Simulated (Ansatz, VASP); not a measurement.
# ScF in VASP and in Ansatz

```
CELL_PARAMETERS angstrom
3.05651 0.00000 0.00000
0.00000 3.05651 0.00000
0.00000 0.00000 3.05651
ATOMIC_POSITIONS crystal
Sc 0.00000 0.00000 0.00000
F 0.50000 0.50000 0.50000
```

Change from the starting cell: species swapped into the ScZn type (Pm-3m, No. 221).

Alike in both runs: functional PBE; k mesh 6 × 6 × 6; occupations gaussian, width 0.2 eV; no spin polarisation.

Ansatz relaxed the structure, and its values are those at the end. VASP's run is a single point on that final structure, the one shown.

|  | VASP | Ansatz |
| --- | --- | --- |
| version | VASP 6.6.1 | Ansatz 0.2.0 |
| potentials or method | VASP PAW PBE potentials, release 64 (Sc_sv, F), cutoff 600 eV | scalar-relativistic, plane waves, PAW |
| valence electrons in the cell | 18 | 18 |

VASP gave:

- gap on the k mesh at the Fermi level (eV): none
- pressure (GPa): -0.4

**Question.** Which values does Ansatz return?

**Answer.** gap on the k mesh at the Fermi level (eV): none; pressure (GPa): -0.3.

A gap of «none» marks a metal or a gap that the smearing closes.
